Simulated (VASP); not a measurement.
# MgF2 (P4_2/mnm) in VASP: notebook

MgF2 is run at these levels: LDA, PBEsol, PBE; tasks: single point.

All numbers are computed with VASP 6.6.1; they aren't measurements. Logs are shortened: lines on timing, memory, paths and dates and some standing lists are left out, and cuts for length are marked.

### Step 1. The cell of the first run

Symmetry: P4_2/mnm, No. 136, tetragonal system. Conventional cell: a = 4.622 Å, b = 4.622 Å, c = 3.046 Å, α = 90.00°, β = 90.00°, γ = 90.00°. Mg (site symmetry mmm) has 6 F at 1.98 to 1.99 Å within 2.6 Å. Within 2.6 Å of F (site symmetry m2m) lie 3 Mg at 1.98 to 1.99 Å and 1 F at 2.58 Å.

### Step 2. Single point, LDA

INCAR

```
SYSTEM = MgF2
ALGO = Normal ; EDIFF = 1E-6
ENCUT = 600 ; GGA = CA
GGA_COMPAT = .False. ; ISIF = 2
ISMEAR = 0 ; LASPH = .True.
LCHARG = .False. ; LREAL = .False.
LWAVE = .False. ; NBANDS = 25
NELM = 120 ; PREC = Accurate
SIGMA = 0.01
```

KPOINTS

```
k-points
0
Gamma
  6 6 8
  0 0 0
```

POSCAR

```
MgF2
1.0
    4.6220162608      0.0000000000      0.0000000000
    0.0000000000      4.6220162608      0.0000000000
    0.0000000000      0.0000000000      3.0461115451
Mg F
2 4
Direct
    0.0000000000      0.0000000000      0.0000000000
    0.5000000000      0.5000000000      0.5000000000
    0.3029506050      0.3029506050      0.0000000000
    0.1970493950      0.8029506050      0.5000000000
    0.6970493950      0.6970493950      0.0000000000
    0.8029506050      0.1970493950      0.5000000000
```

Potentials or basis: VASP PAW LDA potentials, release 64 (Mg, F).

Run with:

```bash
cat potpaw_LDA.64/Mg/POTCAR potpaw_LDA.64/F/POTCAR > POTCAR
mpirun -np 1 vasp_std > vasp.out
```

OUTCAR:

```text
SYSTEM = MgF2
   EDIFF = 1E-6
   ENCUT = 600
   GGA = CA
   ISIF = 2
   ISMEAR = 0
   LASPH = .True.
   LREAL = .False.
   NELM = 120
   PREC = Accurate

 ion  position               nearest neighbor table
   1  0.000  0.000  0.000-   3 1.98   5 1.98   4 1.99   6 1.99   4 1.99   6 1.99   2 3.61   2 3.61
                             2 3.61   2 3.61   2 3.61   2 3.61   2 3.61   2 3.61
   2  0.500  0.500  0.500-   4 1.98   6 1.98   5 1.99   3 1.99   3 1.99   5 1.99   1 3.61   1 3.61
                             1 3.61   1 3.61   1 3.61   1 3.61   1 3.61   1 3.61
   3  0.303  0.303  0.000-   1 1.98   2 1.99   2 1.99
   4  0.197  0.803  0.500-   2 1.98   1 1.99   1 1.99
   5  0.697  0.697  0.000-   1 1.98   2 1.99   2 1.99
   6  0.803  0.197  0.500-   2 1.98   1 1.99   1 1.99

  LATTYP: Found a simple tetragonal cell.
 ALAT       =     4.6220162608
 C/A-ratio  =     0.6590438833

  Lattice vectors:

 A1 = (   4.6220162608,   0.0000000000,   0.0000000000)
 A2 = (   0.0000000000,   4.6220162608,   0.0000000000)
 A3 = (   0.0000000000,   0.0000000000,   3.0461115451)

Analysis of symmetry for initial positions (statically):
=====================================================================
 Subroutine PRICEL returns:
 Original cell was already a primitive cell.

 Routine SETGRP: Setting up the symmetry group for a
 simple tetragonal supercell.

 Subroutine GETGRP returns: Found 16 space group operations
 (whereof  8 operations were pure point group operations)
 out of a pool of 16 trial point group operations.

The static configuration has the point symmetry D_2h.
 The point group associated with its full space group is D_4h.

Analysis of symmetry for dynamics (positions and initial velocities):
=====================================================================
 Subroutine PRICEL returns:
 Original cell was already a primitive cell.

 Routine SETGRP: Setting up the symmetry group for a
 simple tetragonal supercell.

 Subroutine GETGRP returns: Found 16 space group operations
 (whereof  8 operations were pure point group operations)
 out of a pool of 16 trial point group operations.

The dynamic configuration has the point symmetry D_2h.
 The point group associated with its full space group is D_4h.

 Subroutine INISYM returns: Found 16 space group operations
 (whereof  8 operations are pure point group operations),
 and found     1 'primitive' translations

----------------------------------------------------------------------------------------

                                     Primitive cell

  volume of cell :      65.0742

  direct lattice vectors                    reciprocal lattice vectors
     4.622016261  0.000000000  0.000000000     0.216355794  0.000000000  0.000000000
     0.000000000  4.622016261  0.000000000     0.000000000  0.216355794  0.000000000
     0.000000000  0.000000000  3.046111545     0.000000000  0.000000000  0.328287387

  length of vectors
     4.622016261  4.622016261  3.046111545     0.216355794  0.216355794  0.328287387

  position of ions in fractional coordinates (direct lattice)
     0.000000000  0.000000000  0.000000000
     0.500000000  0.500000000  0.500000000
     0.302950605  0.302950605  0.000000000
     0.197049395  0.802950605  0.500000000
     0.697049395  0.697049395  0.000000000
     0.802950605  0.197049395  0.500000000

  ion indices of the primitive-cell ions
   primitive index   ion index
                 1           1
                 2           2
                 3           3
                 4           4
                 5           5
                 6           6

----------------------------------------------------------------------------------------

 KPOINTS: k-points

Automatic generation of k-mesh.
 Grid dimensions read from file:
 generate k-points for:    6    6    8

 Generating k-lattice:

  Cartesian coordinates                     Fractional coordinates (reciprocal lattice)
     0.036059299  0.000000000  0.000000000     0.166666667  0.000000000  0.000000000
     0.000000000  0.036059299  0.000000000     0.000000000  0.166666667  0.000000000
     0.000000000  0.000000000  0.041035923     0.000000000  0.000000000  0.125000000

  Length of vectors
     0.036059299  0.036059299  0.041035923

  Shift w.r.t. Gamma in fractional coordinates (k-lattice)
     0.000000000  0.000000000  0.000000000

 Subroutine IBZKPT returns following result:
 ===========================================

 Found     50 irreducible k-points:

 Following reciprocal coordinates:
            Coordinates               Weight
  0.000000  0.000000  0.000000      1.000000
  0.166667  0.000000  0.000000      4.000000
  0.333333  0.000000  0.000000      4.000000
  0.500000  0.000000  0.000000      2.000000
  0.166667  0.166667  0.000000      4.000000
  0.333333  0.166667  0.000000      8.000000
[... 16 lines left out ...]
  0.333333  0.000000  0.250000      8.000000
  0.500000  0.000000  0.250000      4.000000
 [... further k-points ...]
   k-points           NKPTS =     50   k-points in BZ     NKDIM =     50   number of bands    NBANDS=     25
   number of dos      NEDOS =    301   number of ions     NIONS =      6
   total plane-waves  NPLWV =  38400
   dimension x,y,z NGX =    40 NGY =   40 NGZ =   24
   dimension x,y,z NGXF=    80 NGYF=   80 NGZF=   48
   ions per type =               2   4
   NGX,Y,Z   is equivalent  to a cutoff of  14.39, 14.39, 13.10 a.u.
   NGXF,Y,Z  is equivalent  to a cutoff of  28.77, 28.77, 26.20 a.u.
 SYSTEM =  MgF2
   PREC   = accura    normal or accurate (medium, high low for compatibility)
   ISTART =      0    job   : 0-new  1-cont  2-samecut
   ICHARG =      2    charge: 1-file 2-atom 10-const
   ISPIN  =      1    spin polarized calculation?
   LNONCOLLINEAR =      F non collinear calculations
   LSORBIT =      F    spin-orbit coupling
   LASPH  =      T    aspherical Exc in radial PAW
   ENCUT  =  600.0 eV  44.10 Ry    6.64 a.u.   9.23  9.23  6.08*2*pi/ulx,y,z
   NELM   =    120;   NELMIN=  2; NELMDL= -5     # of ELM steps
   EDIFF  = 0.1E-05   stopping-criterion for ELM
   LREAL  =      F    real-space projection
   EDIFFG = 0.1E-04   stopping-criterion for IOM
   NSW    =      0    number of steps for IOM
   IBRION =     -1    ionic relax: 0-MD 1-quasi-New 2-CG
   NFREE  =      0    steps in history (QN), initial steepest desc. (CG)
   ISIF   =      2    stress and relaxation
   ISYM   =      2    0-nonsym 1-usesym 2-fastsym
   POTIM  = 0.5000    time-step for ionic-motion
   TEBEG  =    0.0;   TEEND  =   0.0 temperature during run
   PSTRESS=    0.0 pullay stress
   NELECT =      32.0000    total number of electrons
   NUPDOWN=      -1.0000    fix difference up-down
   EMIN   =  10.00;   EMAX   =-10.00  energy-range for DOS
   EFERMI =   0.00;   METHOD = LEGACY
   ISMEAR =     0;   SIGMA  =   0.01  broadening in eV -4-tet -1-fermi 0-gaus
   EFERMI_NEDOS =   21; number of points for ismear=-14 and -15
   IALGO  =     38    algorithm
   IMIX   =      4    mixing-type and parameters
     AMIX     =   0.40;   BMIX     =  1.00
     AMIX_MAG =   1.60;   BMIX_MAG =  1.00
  volume/ion in A,a.u.               =      10.85        73.19
  Fermi-wavevector in a.u.,A,eV,Ry     =   1.292177  2.441860 22.717929  1.669721
  Thomas-Fermi vector in A             =   2.423901
   LORBIT       =      0    0 simple, 1 ext, 2 COOP (PROOUT), +10 PAW based schemes
   GGA     = CA    functional components
   LHFCALC =     F    Hartree Fock is set to
   AEXX    =    0.0000 exact exchange contribution
   IVDW    =     0    specifies the selected vdW correction
   LEPSILON=     F    determine dielectric tensor
   LRPA    =     F    only Hartree local field effects (RPA)
 non-spin polarized calculation
 Gauss-broadening in eV      SIGMA  =   0.01
  energy-cutoff  :      600.00
  volume of cell :       65.07
 maximum number of plane-waves:      2192
 NGX is ok and might be reduce to    40
   NGX = 19   NGY = 19   NGZ = 13

 number of electron      32.0000022 magnetization

 Free energy of the ion-electron system (eV)
  ---------------------------------------------------
  ext. energy  EPLUGINS =         0.00000000
  ---------------------------------------------------
  free energy    TOTEN  =       -35.03358434 eV

  energy without entropy =      -35.03358434  energy(sigma->0) =      -35.03358434

 E-fermi :  -1.5219     XC(G=0): -10.4840

 val. band max:       -1.5719171746   @ k =   0.0000   0.0000   0.0000
 cond. band min:       5.2074463361   @ k =   0.0000   0.0000   0.0000
 fundamental gap:      6.7793635107
 Fermi energy:        -1.5218641769

 k-point     1 :       0.0000    0.0000    0.0000
  band No.  band energies     occupation
      1     -21.9680      2.00000
      2     -21.1060      2.00000
      3     -21.1060      2.00000
      4     -21.0049      2.00000
      5      -5.7758      2.00000
      6      -4.1781      2.00000
[... 17 lines left out ...]
     24      16.4939      0.00000
     25      16.4939      0.00000

 k-point     2 :       0.1667    0.0000    0.0000
  band No.  band energies     occupation
      1     -21.9203      2.00000
      2     -21.1996      2.00000
      3     -21.0926      2.00000
      4     -20.9797      2.00000
      5      -5.6699      2.00000
      6      -4.1374      2.00000
[... 17 lines left out ...]
     24      16.2323      0.00000
     25      16.5914      0.00000

 k-point     3 :       0.3333    0.0000    0.0000
  band No.  band energies     occupation
      1     -21.7866      2.00000
      2     -21.3827      2.00000
      3     -21.0571      2.00000
      4     -20.9802      2.00000
      5      -5.3898      2.00000
      6      -4.5657      2.00000
[... 552 lines left out ...]
 k-point    23 :       0.3333    0.0000    0.2500
  band No.  band energies     occupation
      1     -21.6054      2.00000
      2     -21.2916      2.00000
      3     -21.0393      2.00000
      4     -21.0070      2.00000
      5      -5.0880      2.00000
      6      -4.4342      2.00000
[... 17 lines left out ...]
     24      14.7086      0.00000
     25      15.2304      0.00000

 k-point    24 :       0.5000    0.0000    0.2500
  band No.  band energies     occupation
      1     -21.4539      2.00000
      2     -21.4539      2.00000
      3     -21.0194      2.00000
      4     -21.0194      2.00000
      5      -4.7707      2.00000
      6      -4.7707      2.00000
[... 17 lines left out ...]
     24      14.1955      0.00000
     25      15.7273      0.00000

 [... further k-points ...]

------------------------ aborting loop because EDIFF is reached ----------------------------------------

  FORCE on cell =-STRESS in cart. coord.  units (eV):
  Direction    XX          YY          ZZ          XY          YZ          ZX
  --------------------------------------------------------------------------------------
  -------------------------------------------------------------------------------------
  Total       -2.5070626     -2.5070626     -2.4836947     -0.0000000      0.0000000      0.0000000
  in kB      -61.7258419    -61.7258419    -61.1505066     -0.0000000      0.0000000      0.0000000
  external PRESSURE =     -61.5340634 kB  Pullay stress =       0.0000000 kB

 VOLUME and BASIS-vectors are now :
 -----------------------------------------------------------------------------
  energy-cutoff  :      600.00
  volume of cell :       65.07
      direct lattice vectors                 reciprocal lattice vectors
     4.622016261  0.000000000  0.000000000     0.216355794  0.000000000  0.000000000
     0.000000000  4.622016261  0.000000000     0.000000000  0.216355794  0.000000000
     0.000000000  0.000000000  3.046111545     0.000000000  0.000000000  0.328287387

 POSITION                                       TOTAL-FORCE (eV/Angst)
 -----------------------------------------------------------------------------------
      0.00000      0.00000      0.00000        -0.000000      0.000000      0.000000
      2.31101      2.31101      1.52306        -0.000000      0.000000      0.000000
      1.40024      1.40024      0.00000         0.029395      0.029395     -0.000000
      0.91077      3.71125      1.52306        -0.029395      0.029395      0.000000
      3.22177      3.22177      0.00000        -0.029395     -0.029395      0.000000
      3.71125      0.91077      1.52306         0.029395     -0.029395      0.000000
 -----------------------------------------------------------------------------------
    total drift:                                0.000000     -0.000000     -0.000000

  FREE ENERGIE OF THE ION-ELECTRON SYSTEM (eV)
  ---------------------------------------------------
  free  energy   TOTEN  =       -35.0335843445 eV

  energy  without entropy=      -35.0335843445  energy(sigma->0) =      -35.03358434
```

Run time: 25 s. Hardware: 1 thread of Intel Xeon 6975P-C (Granite Rapids), shared host; peak memory 0.21 GiB.

Results:

```
Free energy            : -35.0336 eV
Pressure               : -6.2 GPa
Largest force          : 0.042 eV/Å
Band gap on the k mesh : 6.78 eV
```

Forces on the atoms (eV/Å):
```
Mg   0.000  0.000  0.000
Mg   0.000  0.000  0.000
F    0.029  0.029  0.000
F   -0.029  0.029  0.000
F   -0.029 -0.029  0.000
F    0.029 -0.029  0.000
```

Caveat: the cell stands under tension. As with any semilocal functional, this LDA gap is likely too small.

[end of part 1 of 2]
